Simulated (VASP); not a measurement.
A run of VASP 6.6.1 is set up as follows.

The input INCAR:

```
SYSTEM = Cr
ALGO     = Fast           ! electronic algorithm
EDIFF    = 1E-6           ! SCF threshold, eV
ENCUT    = 520            ! plane-wave cutoff, eV
GGA      = PS             ! functional
ISIF     = 2              ! what is computed and relaxed
ISMEAR   = -1             ! smearing method
ISPIN    = 2              ! spin polarisation
LASPH    = .True.         ! aspherical terms in the spheres
LCHARG   = .False.        ! write CHGCAR
LMAXMIX  = 4              ! l up to which the mixer works
LORBIT   = 11             ! projections on sites
LREAL    = .False.        ! projectors in reciprocal space
LWAVE    = .False.        ! write WAVECAR
MAGMOM   = 3 3            ! initial moments
NBANDS   = 23             ! bands
NELM     = 150            ! most SCF steps
PREC     = Accurate       ! precision mode
SIGMA    = 0.05           ! smearing width, eV
```

Contents of KPOINTS:

```
k-points
0
Gamma
  11 11 6
  0 0 0
```

The input POSCAR:

```
Cr
1.0
    2.7319740337      0.0000000000      0.0000000000
   -1.3659870169      2.3659589157      0.0000000000
    0.0000000000      0.0000000000      4.4392061492
Cr
2
Direct
    0.6666666667      0.3333333333      0.7500000000
    0.3333333333      0.6666666667      0.2500000000
```

Potentials or basis: VASP PAW PBE potentials, release 64 (Cr_pv).

Launch:

```sh
$ cat potpaw_PBE.64/Cr_pv/POTCAR > POTCAR
$ mpirun -np 1 vasp_std > vasp.out
```

(1) Predict the net moment.

(2) Estimate the pressure.

(3) What does it give for the site moments?

Answers

(1) 1.86 μB per cell.

(2) -33.5 GPa.

(3) Cr +0.86 μB.

Caveat: the PAW data sets were made with another functional, which shifts forces and pressure a little.
